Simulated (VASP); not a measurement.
Here is a VASP 6.6.1 calculation.

INCAR

```
ALGO = Normal
EDIFF = 1E-7
ENCUT = 520
GGA = PE
ISIF = 2
ISMEAR = -1
LASPH = True
LCHARG = True
LELF = True
LREAL = False
LVHAR = True
LWAVE = False
NBANDS = 33
NELM = 80
PREC = Accurate
SIGMA = 0.05
```

Contents of KPOINTS:

```
k-points
0
Gamma
  6 6 9
```

Contents of POSCAR:

```
TaN
1.0
    5.1960001500      0.0000000000      0.0000000000
   -2.5980000800      4.4998681300      0.0000000000
    0.0000000000      0.0000000000      2.9109996000
Ta N
3 3
Direct
    0.3333333333      0.6666666667      0.5000000000
    0.6666666667      0.3333333333      0.5000000000
    0.0000000000      0.0000000000      0.0000000000
    0.3928500000      0.0000000000      0.0000000000
    0.6071500000      0.6071500000      0.0000000000
    0.0000000000      0.3928500000      0.0000000000
```

Potentials or basis: VASP PAW PBE potentials, release 64 (Ta_pv, N).

The run is started by

```console
$ cat potpaw_PBE.64/Ta_pv/POTCAR potpaw_PBE.64/N/POTCAR > POTCAR
$ mpirun -np 1 vasp_std > vasp.out
```

Q: What does it give for the largest force?

A: 0.048 eV/Å.

Q: Estimate the band gap on the k mesh.

A: Zero (band 24 reaches 10.07 eV, above the bottom of band 25 at 7.01 eV).

Stress tensor (GPa, compression positive):
```
5.99 0.00 0.00
0.00 5.99 0.00
0.00 0.00 5.06
```

Caveat: spin-orbit coupling is left out, which moves the levels of the heavy elements.
